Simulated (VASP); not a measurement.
# CdF2 (Fm-3m) in VASP: further runs

The runs below take CdF2 through single point, with PBE+D3(BJ), BLYP, revPBE+D4.

Everything below comes from runs of VASP 6.6.1. Logs are shortened: lines on timing, memory, paths and dates and some standing lists are left out, and cuts for length are marked.

## Step 1: The cell of the first run

Symmetry: Fm-3m, No. 225, cubic system. The conventional cell has a = 5.486 Å, b = 5.486 Å, c = 5.486 Å, α = 90.00°, β = 90.00°, γ = 90.00°. Within 3.1 Å of Cd (site symmetry m-3m) lie 8 F at 2.38 Å. Within 3.1 Å of F (site symmetry -43m) lie 4 Cd at 2.38 Å and 6 F at 2.74 Å.

## Step 2: Single point, PBE+D3(BJ) (volume scaled by 1.02)

The input, INCAR:

```
SYSTEM = CdF2
ALGO = Normal ; EDIFF = 1E-6
ENCUT = 520 ; GGA = PE
ISIF = 2 ; ISMEAR = 0
IVDW = 12 ; LASPH = .TRUE.
LCHARG = .TRUE. ; LELF = .TRUE.
LREAL = .FALSE. ; LVHAR = .TRUE.
LWAVE = .FALSE. ; NBANDS = 20
NELM = 60 ; PREC = Accurate
SIGMA = 0.05
```

The input, KPOINTS:

```
k-points
0
G
  8 8 8
  0 0 0
```

The input, POSCAR:

```
CdF2
1.0
    0.0000000000      2.7428936052      2.7428936052
    2.7428936052      0.0000000000      2.7428936052
    2.7428936052      2.7428936052      0.0000000000
Cd F
1 2
Direct
    0.0000000000      0.0000000000      0.0000000000
    0.2500000000      0.2500000000      0.2500000000
    0.7500000000      0.7500000000      0.7500000000
```

Potentials or basis: VASP PAW PBE potentials, release 64 (Cd, F).

On the command line:

```sh
> cat potpaw_PBE.64/Cd/POTCAR potpaw_PBE.64/F/POTCAR > POTCAR
> mpirun -np 1 vasp_std > vasp.out
```

OUTCAR:

```text
SYSTEM = CdF2
   EDIFF = 1E-6
   ENCUT = 520
   GGA = PE
   ISIF = 2
   ISMEAR = 0
   IVDW = 12
   LASPH = .TRUE.
   LREAL = .FALSE.
   NELM = 60
   PREC = Accurate
 IVDW          = 12

 ion  position               nearest neighbor table
   1  0.000  0.000  0.000-   2 2.38   3 2.38   3 2.38   3 2.38   3 2.38   2 2.38   2 2.38   2 2.38

   2  0.250  0.250  0.250-   1 2.38   1 2.38   1 2.38   1 2.38
   3  0.750  0.750  0.750-   1 2.38   1 2.38   1 2.38   1 2.38

  LATTYP: Found a face centered cubic cell.
 ALAT       =     5.4857872104

  Lattice vectors:

 A1 = (   0.0000000000,   2.7428936052,   2.7428936052)
 A2 = (   2.7428936052,   0.0000000000,   2.7428936052)
 A3 = (   2.7428936052,   2.7428936052,   0.0000000000)

Analysis of symmetry for initial positions (statically):
=====================================================================
 Subroutine PRICEL returns:
 Original cell was already a primitive cell.

 Routine SETGRP: Setting up the symmetry group for a
 face centered cubic supercell.

 Subroutine GETGRP returns: Found 48 space group operations
[... 9 lines left out ...]

 Routine SETGRP: Setting up the symmetry group for a
 face centered cubic supercell.

 Subroutine GETGRP returns: Found 48 space group operations
[... 11 lines left out ...]
                                     Primitive cell

  volume of cell :      41.2721

  direct lattice vectors                    reciprocal lattice vectors
     0.000000000  2.742893605  2.742893605    -0.182289243  0.182289243  0.182289243
     2.742893605  0.000000000  2.742893605     0.182289243 -0.182289243  0.182289243
     2.742893605  2.742893605  0.000000000     0.182289243  0.182289243 -0.182289243

  length of vectors
     3.879037337  3.879037337  3.879037337     0.315734231  0.315734231  0.315734231

  position of ions in fractional coordinates (direct lattice)
     0.000000000  0.000000000  0.000000000
     0.250000000  0.250000000  0.250000000
     0.750000000  0.750000000  0.750000000

  ion indices of the primitive-cell ions
   primitive index   ion index
                 1           1
                 2           2
                 3           3

----------------------------------------------------------------------------------------

 KPOINTS: k-points

Automatic generation of k-mesh.
 Grid dimensions read from file:
 generate k-points for:    8    8    8

 Generating k-lattice:

  Cartesian coordinates                     Fractional coordinates (reciprocal lattice)
    -0.022786155  0.022786155  0.022786155     0.125000000  0.000000000  0.000000000
     0.022786155 -0.022786155  0.022786155     0.000000000  0.125000000  0.000000000
     0.022786155  0.022786155 -0.022786155     0.000000000  0.000000000  0.125000000

  Length of vectors
     0.039466779  0.039466779  0.039466779

  Shift w.r.t. Gamma in fractional coordinates (k-lattice)
     0.000000000  0.000000000  0.000000000

 Subroutine IBZKPT returns following result:
 ===========================================

 Found     29 irreducible k-points:

 Following reciprocal coordinates:
            Coordinates               Weight
  0.000000  0.000000  0.000000      1.000000
  0.125000  0.000000  0.000000      8.000000
  0.250000  0.000000  0.000000      8.000000
  0.375000  0.000000  0.000000      8.000000
  0.500000  0.000000  0.000000      4.000000
  0.125000  0.125000  0.000000      6.000000
[... 16 lines left out ...]
  0.500000  0.250000  0.125000     48.000000
 -0.375000  0.250000  0.125000     24.000000
 [... further k-points ...]
   k-points           NKPTS =     29   k-points in BZ     NKDIM =     29   number of bands    NBANDS=     20
   number of dos      NEDOS =    301   number of ions     NIONS =      3
   total plane-waves  NPLWV =  27000
   dimension x,y,z NGX =    30 NGY =   30 NGZ =   30
   dimension x,y,z NGXF=    60 NGYF=   60 NGZF=   60
   ions per type =               1   2
   NGX,Y,Z   is equivalent  to a cutoff of  12.86, 12.86, 12.86 a.u.
   NGXF,Y,Z  is equivalent  to a cutoff of  25.71, 25.71, 25.71 a.u.
 SYSTEM =  CdF2
   PREC   = accura    normal or accurate (medium, high low for compatibility)
   ISTART =      0    job   : 0-new  1-cont  2-samecut
   ICHARG =      2    charge: 1-file 2-atom 10-const
   ISPIN  =      1    spin polarized calculation?
   LNONCOLLINEAR =      F non collinear calculations
   LSORBIT =      F    spin-orbit coupling
   LASPH  =      T    aspherical Exc in radial PAW
   ENCUT  =  520.0 eV  38.22 Ry    6.18 a.u.   7.21  7.21  7.21*2*pi/ulx,y,z
   NELM   =     60;   NELMIN=  2; NELMDL= -5     # of ELM steps
   EDIFF  = 0.1E-05   stopping-criterion for ELM
   LREAL  =      F    real-space projection
   EDIFFG = 0.1E-04   stopping-criterion for IOM
   NSW    =      0    number of steps for IOM
   IBRION =     -1    ionic relax: 0-MD 1-quasi-New 2-CG
   NFREE  =      0    steps in history (QN), initial steepest desc. (CG)
   ISIF   =      2    stress and relaxation
   ISYM   =      2    0-nonsym 1-usesym 2-fastsym
   POTIM  = 0.5000    time-step for ionic-motion
   TEBEG  =    0.0;   TEEND  =   0.0 temperature during run
   PSTRESS=    0.0 pullay stress
   NELECT =      26.0000    total number of electrons
   NUPDOWN=      -1.0000    fix difference up-down
   EMIN   =  10.00;   EMAX   =-10.00  energy-range for DOS
   EFERMI =   0.00;   METHOD = LEGACY
   ISMEAR =     0;   SIGMA  =   0.05  broadening in eV -4-tet -1-fermi 0-gaus
   EFERMI_NEDOS =   21; number of points for ismear=-14 and -15
   IALGO  =     38    algorithm
   IMIX   =      4    mixing-type and parameters
     AMIX     =   0.40;   BMIX     =  1.00
     AMIX_MAG =   1.60;   BMIX_MAG =  1.00
  volume/ion in A,a.u.               =      13.76        92.84
  Fermi-wavevector in a.u.,A,eV,Ry     =   1.403396  2.652034 26.796961  1.969521
  Thomas-Fermi vector in A             =   2.526062
   LORBIT       =      0    0 simple, 1 ext, 2 COOP (PROOUT), +10 PAW based schemes
   GGA     = PE    functional components
   LHFCALC =     F    Hartree Fock is set to
   AEXX    =    0.0000 exact exchange contribution
   IVDW    =    12    specifies the selected vdW correction
   LEPSILON=     F    determine dielectric tensor
   LRPA    =     F    only Hartree local field effects (RPA)
 non-spin polarized calculation
 Gauss-broadening in eV      SIGMA  =   0.05
  energy-cutoff  :      520.00
  volume of cell :       41.27
 maximum number of plane-waves:      1139
 NGX is ok and might be reduce to    30
   NGX = 15   NGY = 15   NGZ = 15

 number of electron      25.9999996 magnetization

 Free energy of the ion-electron system (eV)
  ---------------------------------------------------
  ext. energy  EPLUGINS =         0.00000000
  ---------------------------------------------------
  free energy    TOTEN  =       -10.90561031 eV

  energy without entropy =      -10.90561031  energy(sigma->0) =      -10.90561031

 E-fermi :  -1.3553     XC(G=0): -10.1218

 val. band max:       -1.7010566616   @ k =  -0.2500   0.5000   0.2500
 cond. band min:       1.1762033682   @ k =   0.0000   0.0000   0.0000
 fundamental gap:      2.8772600298
 Fermi energy:        -1.3552552179

 k-point     1 :       0.0000    0.0000    0.0000
  band No.  band energies     occupation
      1     -22.2233      2.00000
      2     -21.2592      2.00000
      3      -7.1763      2.00000
      4      -7.1763      2.00000
      5      -7.1763      2.00000
      6      -6.1907      2.00000
[... 12 lines left out ...]
     19      17.8050      0.00000
     20      17.8050      0.00000

 k-point     2 :       0.1250    0.0000    0.0000
  band No.  band energies     occupation
      1     -22.1789      2.00000
      2     -21.2977      2.00000
      3      -7.1256      2.00000
      4      -7.1256      2.00000
      5      -7.0332      2.00000
      6      -6.2038      2.00000
[... 12 lines left out ...]
     19      17.3933      0.00000
     20      17.3933      0.00000

 k-point     3 :       0.2500    0.0000    0.0000
  band No.  band energies     occupation
      1     -22.0612      2.00000
      2     -21.4010      2.00000
      3      -7.0102      2.00000
      4      -7.0102      2.00000
      5      -6.6535      2.00000
      6      -6.2127      2.00000
[... 12 lines left out ...]
     19      16.7256      0.00000
     20      17.3085      0.00000

 k-point     4 :       0.3750    0.0000    0.0000
  band No.  band energies     occupation
      1     -21.8995      2.00000
      2     -21.5469      2.00000
      3      -6.9184      2.00000
      4      -6.9184      2.00000
      5      -6.1965      2.00000
      6      -6.1696      2.00000
[... 12 lines left out ...]
     19      16.2624      0.00000
     20      16.9017      0.00000

 k-point     5 :       0.5000    0.0000    0.0000
  band No.  band energies     occupation
      1     -21.7494      2.00000
      2     -21.6893      2.00000
      3      -6.8916      2.00000
      4      -6.8916      2.00000
      5      -6.1293      2.00000
      6      -6.1293      2.00000
[... 12 lines left out ...]
     19      16.1033      0.00000
     20      16.5897      0.00000

 k-point     6 :       0.1250    0.1250    0.0000
  band No.  band energies     occupation
      1     -22.1656      2.00000
      2     -21.3087      2.00000
      3      -7.0989      2.00000
      4      -7.0989      2.00000
      5      -7.0007      2.00000
      6      -6.2518      2.00000
[... 12 lines left out ...]
     19      17.4445      0.00000
     20      17.9633      0.00000

 k-point     7 :       0.2500    0.1250    0.0000
  band No.  band energies     occupation
      1     -22.0765      2.00000
      2     -21.3852      2.00000
      3      -6.9918      2.00000
      4      -6.9912      2.00000
      5      -6.7156      2.00000
      6      -6.3130      2.00000
[... 12 lines left out ...]
     19      17.7113      0.00000
     20      18.5721      0.00000
[... 277 lines left out ...]
 k-point    20 :      -0.3750    0.3750    0.0000
  band No.  band energies     occupation
      1     -21.7489      2.00000
      2     -21.6565      2.00000
      3      -6.7738      2.00000
      4      -6.4822      2.00000
      5      -6.2413      2.00000
      6      -6.2191      2.00000
[... 12 lines left out ...]
     19      18.3611      0.00000
     20      18.7948      0.00000

 k-point    21 :       0.5000    0.5000    0.0000
  band No.  band energies     occupation
      1     -21.8177      2.00000
      2     -21.5805      2.00000
      3      -6.9318      2.00000
      4      -6.3824      2.00000
      5      -6.3824      2.00000
      6      -6.0925      2.00000
[... 12 lines left out ...]
     19      17.2065      0.00000
     20      19.4630      0.00000

 k-point    22 :       0.3750    0.2500    0.1250
  band No.  band energies     occupation
      1     -21.9797      2.00000
      2     -21.4663      2.00000
      3      -6.8795      2.00000
      4      -6.8564      2.00000
      5      -6.4425      2.00000
      6      -6.3873      2.00000
[... 12 lines left out ...]
     19      17.3668      0.00000
     20      19.5353      0.00000

 k-point    23 :       0.5000    0.2500    0.1250
  band No.  band energies     occupation
      1     -21.8494      2.00000
      2     -21.5791      2.00000
      3      -6.7987      2.00000
      4      -6.7318      2.00000
      5      -6.3543      2.00000
      6      -6.1728      2.00000
[... 12 lines left out ...]
     19      16.8264      0.00000
     20      19.6531      0.00000

 k-point    24 :      -0.3750    0.2500    0.1250
  band No.  band energies     occupation
      1     -21.7256      2.00000
      2     -21.6955      2.00000
      3      -6.7733      2.00000
      4      -6.6996      2.00000
      5      -6.2155      2.00000
      6      -6.2064      2.00000
[... 12 lines left out ...]
     19      16.6220      0.00000
     20      20.1143      0.00000

 [... further k-points ...]

------------------------ aborting loop because EDIFF is reached ----------------------------------------

 Edisp (eV)   -0.47557

 E8    (eV) :    -0.1800

  FORCE on cell =-STRESS in cart. coord.  units (eV):
  Direction    XX          YY          ZZ          XY          YZ          ZX
  --------------------------------------------------------------------------------------
  -------------------------------------------------------------------------------------
  Total      -0.40156    -0.40156    -0.40156    -0.00000     0.00000    -0.00000
  in kB     -15.58867   -15.58867   -15.58867    -0.00000     0.00000    -0.00000
  external pressure =      -15.59 kB  Pullay stress =        0.00 kB

 VOLUME and BASIS-vectors are now :
 -----------------------------------------------------------------------------
  energy-cutoff  :      520.00
  volume of cell :       41.27
      direct lattice vectors                 reciprocal lattice vectors
     0.000000000  2.742893605  2.742893605    -0.182289243  0.182289243  0.182289243
     2.742893605  0.000000000  2.742893605     0.182289243 -0.182289243  0.182289243
     2.742893605  2.742893605  0.000000000     0.182289243  0.182289243 -0.182289243

 POSITION                                       TOTAL-FORCE (eV/Angst)
 -----------------------------------------------------------------------------------
      0.00000      0.00000      0.00000         0.000000     -0.000000     -0.000000
      1.37145      1.37145      1.37145        -0.000000      0.000000     -0.000000
      4.11434      4.11434      4.11434        -0.000000     -0.000000      0.000000
 -----------------------------------------------------------------------------------
    total drift:                                0.000000     -0.000000      0.000000

  FREE ENERGIE OF THE ION-ELECTRON SYSTEM (eV)
  ---------------------------------------------------
  free  energy   TOTEN  =       -11.3811776199 eV

  energy  without entropy=      -11.3811776199  energy(sigma->0) =      -11.38117762
```

Run time: 23 s. Hardware: 1 thread of Intel Xeon Platinum 8488C (Sapphire Rapids), shared host; peak memory 0.19 GiB.

Results:

```yaml
Free_energy: -11.3812 eV
Pressure: -1.6 GPa
Band_gap_on_the_k_mesh: 2.88 eV, indirect (least direct gap 3.44 eV)
Dispersion_energy_per_atom: -0.159 eV
```

Caveat: three body term missing.

(Part 1 of 2 ends here.)
